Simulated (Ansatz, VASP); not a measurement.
One calculation of BN, two programs

```
CELL_PARAMETERS angstrom
2.39703 0.00000 0.00000
-1.19851 2.15498 0.00000
0.00000 0.00000 6.25690
ATOMIC_POSITIONS crystal
B 0.32816 0.65632 0.25000
B 0.67184 0.34368 0.75000
N 0.34160 0.68320 0.75000
N 0.65840 0.31680 0.25000
```

Change from the starting cell: normal strain along x -0.0367, normal strain along z -0.0367.

Alike in both runs: functional LDA; k mesh 12 × 12 × 4; occupations gaussian, width 0.05 eV; no spin polarisation.

Ansatz relaxed the structure, and its values are those at the end. VASP's run is a single point on that final structure, the one shown.

|  | VASP | Ansatz |
| --- | --- | --- |
| version | VASP 6.6.1 | Ansatz 0.2.0 |
| potentials or method | VASP PAW LDA potentials, release 64 (B, N), cutoff 520 eV | scalar-relativistic, plane waves, PAW |
| valence electrons in the cell | 16 | 16 |

```csv
,VASP,Ansatz,Ansatz less VASP
gap on the k mesh at the Fermi level (eV),3.87,3.88,+0.014
least direct gap on the mesh (eV),4.41,4.43,+0.014
pressure (GPa),17.2,16.6,-0.66
```

Ansatz warns that its potentials were made for another functional, while VASP's fit it. LDA's correlation is that of Perdew and Zunger in VASP and of Perdew and Wang (1992) in Ansatz. Ansatz's warnings: stress scf threshold loose.
